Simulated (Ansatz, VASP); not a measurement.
# Two plane-wave programs on Si2C

```
CELL_PARAMETERS angstrom
1.46031 -4.80417 0.00000
1.46031 4.80417 0.00000
0.00000 0.00000 4.75461
ATOMIC_POSITIONS crystal
Si 0.96828 0.03172 0.25000
Si 0.68928 0.31072 0.25000
Si 0.31072 0.68928 0.75000
Si 0.03172 0.96828 0.75000
C 0.32329 0.67671 0.25000
C 0.67671 0.32329 0.75000
```

Alike in both runs: task single point; functional PBE; k mesh 6 × 6 × 4; occupations gaussian, width 0.1 eV; collinear spin.

|  | VASP | Ansatz |
| --- | --- | --- |
| version | VASP 6.6.1 | Ansatz 0.2.0 |
| potentials or method | VASP PAW PBE potentials, release 64 (Si, C), cutoff 520 eV | scalar-relativistic, plane waves, PAW |
| valence electrons in the cell | 24 | 24 |

```csv
,VASP,Ansatz,Ansatz less VASP
gap on the k mesh at the Fermi level (eV),none,none,-
pressure (GPa),0.1,0.1,0.00
"traceless stress, the component that is largest in VASP (GPa)",-0.28,-0.23,+0.059
rms of the force components (eV/Å),0.004,0.001,-0.0036
net moment per atom (μB),0.00,0.00,0.000
```

Atom by atom the forces differ by 0.005 eV/Å (rms over components). A gap of «none» marks a metal or a gap that the smearing closes. Ansatz's warnings: seeded moment not kept.

The k mesh is coarse, so the values compare programs but aren't converged.
